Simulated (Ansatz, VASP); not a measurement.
# Two plane-wave programs on SiC

INCAR

```
ALGO     = Normal         # electronic algorithm
EDIFF    = 1E-7           # SCF threshold, eV
ENCUT    = 520            # plane-wave cutoff, eV
GGA      = PS             # functional
ISIF     = 2              # what is computed and relaxed
ISMEAR   = 0              # smearing method
LASPH    = T              # aspherical terms in the spheres
LCHARG   = T              # write CHGCAR
LELF     = T              # ELF
LREAL    = F              # projectors in reciprocal space
LVHAR    = T            
LWAVE    = F              # write WAVECAR
NBANDS   = 26             # bands
NELM     = 80             # most SCF steps
PREC     = Accurate       # precision mode
SIGMA    = 0.05           # smearing width, eV
```

Contents of KPOINTS:

```
k-points
0
Gamma
  12 12 4
```

File POSCAR:

```
SiC
1.0
    3.2935000000      0.0000000000      0.0000000000
   -1.6467500000      2.8522546674      0.0000000000
    0.0000000000      0.0000000000     10.0758090153
Si C
4 4
Direct
    0.6666666667      0.3333333333      0.9378278494
    0.3333333333      0.6666666667      0.4378278494
    0.0000000000      0.0000000000      0.6878973398
    0.0000000000      0.0000000000      0.1878973398
    0.6666666667      0.3333333333      0.7498191768
    0.3333333333      0.6666666667      0.2498191768
    0.0000000000      0.0000000000      0.5004546340
    0.0000000000      0.0000000000      0.0004546340
```

Input for Ansatz:

```yaml
crystal:
  lattice:
    - [3.2935, 0.0, 0.0]
    - [-1.64675, 2.8522546674, 0.0]
    - [0.0, 0.0, 10.0758090153]
  atoms:
    - { symbol: Si, position: [0.6666666667, 0.3333333333, 0.9378278494] }
    - { symbol: Si, position: [0.3333333333, 0.6666666667, 0.4378278494] }
    - { symbol: Si, position: [0.0, 0.0, 0.6878973398] }
    - { symbol: Si, position: [0.0, 0.0, 0.1878973398] }
    - { symbol: C, position: [0.6666666667, 0.3333333333, 0.7498191768] }
    - { symbol: C, position: [0.3333333333, 0.6666666667, 0.2498191768] }
    - { symbol: C, position: [0.0, 0.0, 0.500454634] }
    - { symbol: C, position: [0.0, 0.0, 0.000454634] }
basis:
  ecutwfc: 520.0
kpoints:
  mp_grid: { grid: [12, 12, 4] }
hamiltonian:
  xc: pbesol
  pseudopotentials: { kind: paw, azcp: { folder: soft_1 } }
scf:
  occupations: { method: gaussian, width: 0.05 }
output:
  forces: true
  stress: true
  eigenvalues: true
```

Alike in both runs: task single point; functional PBEsol; k mesh 12 × 12 × 4; occupations gaussian, width 0.05 eV; no spin polarisation.

|  | VASP | Ansatz |
| --- | --- | --- |
| version | VASP 6.6.1 | Ansatz 0.2.0 |
| potentials or method | VASP PAW PBE potentials, release 64 (Si, C), cutoff 520 eV | scalar-relativistic, plane waves, PAW |
| valence electrons in the cell | 32 | 32 |

VASP gave:

```
gap on the k mesh at the Fermi level (eV)                     : 1.73
least direct gap on the mesh (eV)                             : 2.75
pressure (GPa)                                                : -21.7
traceless stress, the component that is largest in VASP (GPa) : 18.46
rms of the force components (eV/Å)                            : 0.234
```

**Question.** Which values does Ansatz return?

**Answer.** gap on the k mesh at the Fermi level (eV): 1.74; least direct gap on the mesh (eV): 2.75; pressure (GPa): -22.0; traceless stress, the component that is largest in VASP (GPa): 18.31; rms of the force components (eV/Å): 0.229.

VASP's potentials were made for PBE, not for PBEsol, and Ansatz warns of the same on its side. Atom by atom the forces differ by 0.005 eV/Å (rms over components).
